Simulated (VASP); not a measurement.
**ZnS: relaxation of cell and atoms with revPBE+D3(BJ)**

Crystal: ZnS.

```
Zn S
1.0
     3.81200    0.00000    0.00000
    -1.90600    3.30129    0.00000
     0.00000    0.00000   18.68999
Zn S
6 6
Direct
  0.33333 0.66667 0.83333
  0.66667 0.33333 0.33333
  0.66667 0.33333 0.66667
  0.33333 0.66667 0.16667
  0.00000 0.00000 0.50000
  0.00000 0.00000 0.00000
  0.33333 0.66667 0.95833
  0.66667 0.33333 0.45833
  0.66667 0.33333 0.79167
  0.33333 0.66667 0.29167
  0.00000 0.00000 0.62500
  0.00000 0.00000 0.12500
```

* Program: VASP 6.6.1
* Task: relaxation of cell and atoms
* Functional: revPBE
* Dispersion: D3(BJ)
* Potentials or basis: VASP PAW PBE potentials, release 64 (Zn, S)
* Cutoff: 600 eV
* k mesh: 8 × 8 × 2
* Occupations: fermi-dirac, width 0.05 eV
* Spin: no spin polarisation
* Dipole correction: no
* Further INCAR settings: ALGO = Normal; EDIFF = 1e-07; IBRION = 2; EDIFFG = -0.01; NSW = 60; ISIF = 3

| Quantity | Value |
| --- | --- |
| Relaxed volume | 19.21 Å³/atom |
| Relaxed cell | a = 3.785 Å, b = 3.785 Å, c = 18.580 Å, α = 90.00°, β = 90.00°, γ = 120.00° |
| Space group after relaxing (to 0.1 Å) | P6_3mc (No. 186) |
| Energy gained by relaxing | 2.0 meV/atom |
| Ionic steps | 6 |
| Pressure after relaxing | 0.0 GPa |
| Largest force after relaxing | 0.009 eV/Å |
| Band gap on the k mesh | 2.38 eV |
| Dispersion energy per atom | -0.622 eV |

Forces in eV/Å, atoms in the order of the input:
```
Zn   0.000  0.000 -0.008
Zn   0.000  0.000 -0.008
Zn   0.000  0.000  0.009
Zn   0.000  0.000  0.009
Zn   0.000  0.000  0.008
Zn   0.000  0.000  0.008
S    0.000  0.000 -0.002
S    0.000  0.000 -0.002
S    0.000  0.000  0.002
S    0.000  0.000  0.002
S    0.000  0.000 -0.009
S    0.000  0.000 -0.009
```

The path:
```tsv
step	energy change (eV)	largest force (eV/Å)	pressure (GPa)	volume (Å³)
1	0.0000	0.0384	-1.52	235.20
2	-0.0212	0.0263	0.52	228.92
3	-0.0235	0.0293	0.02	230.39
4	-0.0235	0.0295	-0.02	230.48
5	-0.0237	0.0186	-0.02	230.49
6	-0.0238	0.0090	-0.03	230.49
```

Final structure:
```cif
data_structure
_symmetry_space_group_name_H-M 'P 1'
_symmetry_Int_Tables_number 1
_cell_length_a 3.7848
_cell_length_b 3.7848
_cell_length_c 18.5801
_cell_angle_alpha 90.000
_cell_angle_beta 90.000
_cell_angle_gamma 120.000
_cell_volume 230.49
loop_
_atom_site_label
_atom_site_type_symbol
_atom_site_fract_x
_atom_site_fract_y
_atom_site_fract_z
_atom_site_occupancy
Zn1 Zn 0.33333 0.66667 0.83332 1
Zn2 Zn 0.66667 0.33333 0.33332 1
Zn3 Zn 0.66667 0.33333 0.66685 1
Zn4 Zn 0.33333 0.66667 0.16685 1
Zn5 Zn 0.00000 0.00000 0.50002 1
Zn6 Zn 0.00000 0.00000 0.00002 1
S1 S 0.33333 0.66667 0.95807 1
S2 S 0.66667 0.33333 0.45807 1
S3 S 0.66667 0.33333 0.79162 1
S4 S 0.33333 0.66667 0.29162 1
S5 S 0.00000 0.00000 0.62510 1
S6 S 0.00000 0.00000 0.12510 1
```

Levels at points of the mesh, in eV from the valence-band top:
```
           k point  band 51  band 52  band 53  band 54  band 55  band 56  band 57  band 58
(0.00, 0.00, 0.00)    -0.25    -0.03     0.00     0.00     2.38     3.36     3.43     3.48
(0.50, 0.00, 0.00)    -1.30    -1.30    -1.13    -0.91     3.54     3.65     3.69     3.97
(0.00, 0.00, 0.50)    -0.07    -0.07    -0.07    -0.07     2.84     2.84     3.41     3.41
(0.50, 0.00, 0.50)    -1.26    -1.26    -1.02    -1.02     3.46     3.46     3.94     3.94
```

Wall time 37 min on 1 thread of Oxide Virtual Turin-like Processor, on a shared host, peak memory 0.52 GiB.

Caveat: the PAW data sets were made with another functional, which shifts forces and pressure a little. As with any semilocal functional, this revPBE gap is likely too small.
